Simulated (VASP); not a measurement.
**BAs: single point with PBE**

BAs:

```xyz
2
Lattice="0.0000 2.3230 2.3230 2.3230 0.0000 2.3230 2.3230 2.3230 0.0000" Properties=species:S:1:pos:R:3 pbc="T T T"
B     0.0000    0.0000    0.0000
As    1.1615    1.1615    1.1615
```

```
Program                : VASP 6.6.1
Task                   : single point
Functional             : PBE
Potentials or basis    : VASP PAW PBE potentials, release 64 (B, As)
Cutoff                 : 520 eV
k mesh                 : 7 × 7 × 7
Occupations            : gaussian, width 0.01 eV
Spin                   : no spin polarisation
Dipole correction      : no
Further INCAR settings : ALGO = Normal; EDIFF = 1e-07; NBANDS = 11
```

The pressure is 17.8 GPa. The band gap on the k mesh is 1.10 eV, indirect (least direct gap 3.39 eV).

Levels at points of the mesh, in eV from the valence-band top:
```tsv
k point	band 1	band 2	band 3	band 4	band 5	band 6	band 7	band 8	band 9
(0.00, 0.00, 0.00)	-16.19	0.00	0.00	0.00	3.39	3.39	3.39	5.77	10.01
```

Wall time 5.3 s on 1 thread of AMD EPYC 7R43 64-Core Processor (Zen 3), with other jobs on the host, peak memory 0.1 GiB.

A k mesh can miss the band edges. As with any semilocal functional, this PBE gap is likely too small.
